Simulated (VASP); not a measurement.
# Pb (Im-3m) in VASP: a series of runs

Pb is run at these levels: PBE, BLYP, RPBE, r2SCAN; tasks: single point.

All numbers are computed with VASP 6.6.1; they aren't measurements. Logs are shortened: lines on timing, memory, paths and dates and some standing lists are left out, and cuts for length are marked.

## 1. The cell of the first run

Symmetry: Im-3m, No. 229, cubic system. Conventional cell: a = 3.959 Å, b = 3.959 Å, c = 3.959 Å, α = 90.00°, β = 90.00°, γ = 90.00°. Pb (site symmetry m-3m) has 14 Pb at 3.43 to 3.96 Å within 4.5 Å.

This isn't the form of Pb at room conditions, which is fcc.

## 2. Single point, PBE

INCAR

```
PREC = Accurate
ENCUT = 500
EDIFF = 1E-6
ISMEAR = -1
SIGMA = 0.15
LREAL = False
LASPH = True
NELM = 120
ALGO = Normal
ISIF = 2
LWAVE = False
LCHARG = False
GGA = PE
NBANDS = 13
GGA_COMPAT = False
```

KPOINTS

```
regular mesh
0
Gamma
  8 8 8
```

POSCAR

```
Pb
1.0
   -1.9796595650      1.9796595650      1.9796595650
    1.9796595650     -1.9796595650      1.9796595650
    1.9796595650      1.9796595650     -1.9796595650
Pb
1
Direct
    0.0000000000      0.0000000000      0.0000000000
```

Potentials or basis: VASP PAW PBE potentials, release 64 (Pb_d).

Launch:

```console
> cat potpaw_PBE.64/Pb_d/POTCAR > POTCAR
> mpirun -np 1 vasp_std > vasp.out
```

OUTCAR:

```text
PREC = Accurate
   ENCUT = 500
   EDIFF = 1E-6
   ISMEAR = -1
   LREAL = False
   LASPH = True
   NELM = 120
   ISIF = 2
   GGA = PE

 ion  position               nearest neighbor table
   1  0.000  0.000  0.000-

  LATTYP: Found a body centered cubic cell.
 ALAT       =     3.9593191300

  Lattice vectors:

 A1 = (  -1.9796595650,   1.9796595650,   1.9796595650)
 A2 = (   1.9796595650,  -1.9796595650,   1.9796595650)
 A3 = (   1.9796595650,   1.9796595650,  -1.9796595650)

Analysis of symmetry for initial positions (statically):
=====================================================================
 Subroutine PRICEL returns:
 Original cell was already a primitive cell.

 Routine SETGRP: Setting up the symmetry group for a
 body centered cubic supercell.

 Subroutine GETGRP returns: Found 48 space group operations
 (whereof 48 operations were pure point group operations)
 out of a pool of 48 trial point group operations.

The static configuration has the point symmetry O_h .

Analysis of symmetry for dynamics (positions and initial velocities):
=====================================================================
 Subroutine PRICEL returns:
 Original cell was already a primitive cell.

 Routine SETGRP: Setting up the symmetry group for a
 body centered cubic supercell.

 Subroutine GETGRP returns: Found 48 space group operations
 (whereof 48 operations were pure point group operations)
 out of a pool of 48 trial point group operations.

The dynamic configuration has the point symmetry O_h .

 Subroutine INISYM returns: Found 48 space group operations
 (whereof 48 operations are pure point group operations),
 and found     1 'primitive' translations

----------------------------------------------------------------------------------------

                                     Primitive cell

  volume of cell :      31.0336

  direct lattice vectors                    reciprocal lattice vectors
    -1.979659565  1.979659565  1.979659565     0.000000000  0.252568678  0.252568678
     1.979659565 -1.979659565  1.979659565     0.252568678  0.000000000  0.252568678
     1.979659565  1.979659565 -1.979659565     0.252568678  0.252568678  0.000000000

  length of vectors
     3.428870948  3.428870948  3.428870948     0.357186050  0.357186050  0.357186050

[... 83 lines left out ...]
   NFREE  =      0    steps in history (QN), initial steepest desc. (CG)
   ISIF   =      2    stress and relaxation
   ISYM   =      2    0-nonsym 1-usesym 2-fastsym
   POTIM  = 0.5000    time-step for ionic-motion
   TEBEG  =    0.0;   TEEND  =   0.0 temperature during run
   PSTRESS=    0.0 pullay stress
   NELECT =      14.0000    total number of electrons
   NUPDOWN=      -1.0000    fix difference up-down
   EMIN   =  10.00;   EMAX   =-10.00  energy-range for DOS
   EFERMI =   0.00;   METHOD = LEGACY
   ISMEAR =    -1;   SIGMA  =   0.15  broadening in eV -4-tet -1-fermi 0-gaus
   EFERMI_NEDOS =   21; number of points for ismear=-14 and -15
   IALGO  =     38    algorithm
   IMIX   =      4    mixing-type and parameters
     AMIX     =   0.40;   BMIX     =  1.00
     AMIX_MAG =   1.60;   BMIX_MAG =  1.00
  volume/ion in A,a.u.               =      31.03       209.42
  Fermi-wavevector in a.u.,A,eV,Ry     =   1.255568  2.372680 21.448927  1.576452
  Thomas-Fermi vector in A             =   2.389319
   LORBIT       =      0    0 simple, 1 ext, 2 COOP (PROOUT), +10 PAW based schemes
   GGA     = PE    functional components
   LHFCALC =     F    Hartree Fock is set to
   AEXX    =    0.0000 exact exchange contribution
   IVDW    =     0    specifies the selected vdW correction
   LEPSILON=     F    determine dielectric tensor
   LRPA    =     F    only Hartree local field effects (RPA)
 non-spin polarized calculation
  energy-cutoff  :      500.00
  volume of cell :       31.03
 maximum number of plane-waves:       802
 NGX is ok and might be reduce to    28
   NGX = 13   NGY = 13   NGZ = 13

 number of electron      14.0000002 magnetization

 Free energy of the ion-electron system (eV)
  ---------------------------------------------------
  ext. energy  EPLUGINS =         0.00000000
  ---------------------------------------------------
  free energy    TOTEN  =        -3.55421218 eV

  energy without entropy =       -3.52306677  energy(sigma->0) =       -3.53863947

 E-fermi :   6.9585     XC(G=0): -10.0770

 val. band max:        6.6801422948   @ k =   0.5000   0.5000   0.5000
 cond. band min:       7.0624674185   @ k =   0.5000   0.5000   0.3750
 fundamental gap:      0.3823251237
 Fermi energy:         6.9585018124

 k-point     1 :       0.0000    0.0000    0.0000
  band No.  band energies     occupation
      1     -10.0827      2.00000
      2     -10.0827      2.00000
      3     -10.0827      2.00000
      4      -9.8575      2.00000
      5      -9.8575      2.00000
      6      -4.5765      2.00000
      7      14.4663      0.00000
      8      14.4663      0.00000
      9      14.4663      0.00000
     10      18.1027      0.00000
     11      18.1027      0.00000
     12      18.1027      0.00000
     13      18.5446      0.00000
[... 354 lines left out ...]
  band No.  band energies     occupation
      1     -10.0396      2.00000
      2      -9.9748      2.00000
      3      -9.9558      2.00000
      4      -9.8855      2.00000
      5      -9.7951      2.00000
      6      -0.8241      2.00000
      7       5.8597      1.99868
      8       8.5069      0.00007
      9       9.1983      0.00000
     10      13.4070      0.00000
     11      17.6185      0.00000
     12      19.9353      0.00000
     13      19.9881      0.00000

 [... further k-points ...]

------------------------ aborting loop because EDIFF is reached ----------------------------------------

  FORCE on cell =-STRESS in cart. coord.  units (eV):
  Direction    XX          YY          ZZ          XY          YZ          ZX
  --------------------------------------------------------------------------------------
  -------------------------------------------------------------------------------------
  Total        0.2558670      0.2558670      0.2558670     -0.0000000     -0.0000000      0.0000000
  in kB       13.2097113     13.2097113     13.2097113     -0.0000000     -0.0000000      0.0000000
  external PRESSURE =      13.2097113 kB  Pullay stress =       0.0000000 kB

 VOLUME and BASIS-vectors are now :
 -----------------------------------------------------------------------------
  energy-cutoff  :      500.00
  volume of cell :       31.03
      direct lattice vectors                 reciprocal lattice vectors
    -1.979659565  1.979659565  1.979659565     0.000000000  0.252568678  0.252568678
     1.979659565 -1.979659565  1.979659565     0.252568678  0.000000000  0.252568678
     1.979659565  1.979659565 -1.979659565     0.252568678  0.252568678  0.000000000

 POSITION                                       TOTAL-FORCE (eV/Angst)
 -----------------------------------------------------------------------------------
      0.00000      0.00000      0.00000         0.000000      0.000000     -0.000000
 -----------------------------------------------------------------------------------
    total drift:                                0.000000      0.000000      0.000000

  FREE ENERGIE OF THE ION-ELECTRON SYSTEM (eV)
  ---------------------------------------------------
  free  energy   TOTEN  =        -3.5542121757 eV

  energy  without entropy=       -3.5230667682  energy(sigma->0) =       -3.53863947
```

OSZICAR:

```text
N       E                     dE             d eps       ncg     rms          rms(c)
DAV:   1     0.104552114056E+03    0.10455E+03   -0.69756E+03   764   0.122E+03
DAV:   2     0.141306534829E+01   -0.10314E+03   -0.10025E+03   794   0.304E+02
DAV:   3    -0.344936842535E+01   -0.48624E+01   -0.48228E+01   955   0.711E+01
DAV:   4    -0.356063632367E+01   -0.11127E+00   -0.11124E+00   903   0.116E+01
DAV:   5    -0.356542325004E+01   -0.47869E-02   -0.47865E-02  1048   0.223E+00    0.509E-01
DAV:   6    -0.355636263478E+01    0.90606E-02   -0.13238E-02   957   0.197E+00    0.254E-01
DAV:   7    -0.355425737428E+01    0.21053E-02   -0.57482E-03   967   0.122E+00    0.879E-02
DAV:   8    -0.355421471331E+01    0.42661E-04   -0.41923E-04   960   0.319E-01    0.984E-03
DAV:   9    -0.355421272253E+01    0.19908E-05   -0.11473E-05  1003   0.568E-02    0.482E-03
DAV:  10    -0.355421217573E+01    0.54681E-06   -0.12260E-06   847   0.114E-02
   1 F= -.35542122E+01 E0= -.35386395E+01  d E =-.311454E-01
```

Wall time 11 s (1 thread of AMD EPYC 7R43 (Zen 3), shared host); peak memory 0.12 GiB.

Results:

- Free energy: -3.5542 eV
- Pressure: 1.3 GPa
- Band gap on the k mesh: zero (bands 7 and 8 overlap by 9.30 eV)

Levels at points of the mesh, in eV from the Fermi level:
```tsv
k point	band 3	band 4	band 5	band 6	band 7	band 8	band 9	band 10	band 11	band 12
(0.00, 0.00, 0.00)	-17.04	-16.82	-16.82	-11.54	7.51	7.51	7.51	11.14	11.14	11.14
(0.50, 0.00, 0.00)	-16.83	-16.82	-16.68	-7.81	-3.87	3.46	5.15	7.50	8.92	13.85
(0.50, 0.50, 0.50)	-16.71	-16.71	-16.71	-5.19	-0.28	-0.28	-0.28	4.62	4.62	16.46
```

Caveat: spin-orbit coupling is left out, which moves the levels of the heavy elements.

[end of part 1 of 2]
